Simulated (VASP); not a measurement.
Input of a VASP 6.6.1 run:

The input INCAR:

```
PREC = Accurate
ENCUT = 520
EDIFF = 1E-6
ISMEAR = -1
SIGMA = 0.3
LREAL = False
LASPH = True
NELM = 100
ALGO = Normal
ISIF = 2
LWAVE = False
LCHARG = True
GGA = PE
LELF = True
LVHAR = True
NBANDS = 56
```

Contents of KPOINTS:

```
regular mesh
0
Gamma
  2 2 2
```

File POSCAR:

```
HfO2
1.0
    5.3589320000      0.0000000000      0.0000000000
    0.0000000000      5.3589320000      0.0000000000
    0.0000000000      0.0000000000      5.3589320000
Hf O
4 8
Direct
    0.0119426781     -0.0143312138     -0.0266471006
    0.5060709858      0.4719223905      0.0376194361
    0.4724822035     -0.0046651086      0.5011632915
   -0.0253781910      0.5397157493      0.4597744476
    0.2656686071      0.3034000058      0.3494352979
    0.8003087182      0.7455590032      0.8608991493
    0.7049538975      0.7917622392      0.3148015313
    0.3387242085      0.2004503882      0.8425186212
    0.9184852504      0.2777978896      0.7068759223
    0.2372301048      0.7868172240      0.2762117526
    0.3157345531      0.6942614685      0.7770764772
    0.8080714590      0.2819031852      0.1856526636
```

Potentials or basis: VASP PAW PBE potentials, release 64 (Hf_pv, O).

The run is started by

```console
$ cat potpaw_PBE.64/Hf_pv/POTCAR potpaw_PBE.64/O/POTCAR > POTCAR
$ mpirun -np 1 vasp_std > vasp.out
```

Question: Estimate the pressure.

Answer: -10.3 GPa.

Question: What does it give for the band gap on the k mesh?

Answer: 3.15 eV, indirect (least direct gap 3.44 eV).

Question: What does it give for the largest force?

Answer: 4.921 eV/Å.

Forces in eV/Å, atoms in the order of the input:
```
Hf   2.718  3.780  1.594
Hf  -1.293  0.896 -0.487
Hf  -2.358  0.611  1.906
Hf   1.294 -1.460  1.164
O    2.449 -0.286 -1.115
O   -1.802 -2.104 -2.531
O    1.720 -1.409  0.294
O    2.026 -1.200  0.430
O   -2.098 -1.527  0.040
O   -1.136  0.582 -0.454
O   -0.769  1.676 -1.374
O   -0.751  0.443  0.534
```

Caveat: the k points lie up to 0.59 Å⁻¹ apart; spin-orbit coupling is left out, which moves the levels of the heavy elements; forces of over 1 eV/Å act on the atoms, so gaps and moduli don't describe the material at rest. A k mesh can miss the band edges.
